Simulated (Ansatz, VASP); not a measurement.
# Two plane-wave programs on Ti

```
Ti
1.0
     4.56865    0.00000    0.00000
    -2.28433    3.95657    0.00000
     0.00000    0.00000    2.82427
Ti
3
Direct
  0.00000 0.00000 0.00000
  0.33333 0.66667 0.50000
  0.66667 0.33333 0.50000
```

Alike in both runs: functional r2SCAN; k mesh 12 × 12 × 14; occupations gaussian, width 0.1 eV; no spin polarisation.

Ansatz relaxed the structure, and its values are those at the end. VASP's run is a single point on that final structure, the one shown.

|  | VASP | Ansatz |
| --- | --- | --- |
| version | VASP 6.6.1 | Ansatz 0.2.0 |
| potentials or method | VASP PAW PBE potentials, release 64 (Ti_sv), cutoff 520 eV | scalar-relativistic, plane waves, PAW |
| valence electrons in the cell | 36 | 36 |

VASP gave:

- gap on the k mesh at the Fermi level (eV): none
- pressure (GPa): 0.4

Question: Estimate Ansatz's values.

Answer: gap on the k mesh at the Fermi level (eV): none; pressure (GPa): 0.0.

VASP's potentials were made for PBE, not for r2SCAN. A gap of «none» marks a metal or a gap that the smearing closes.
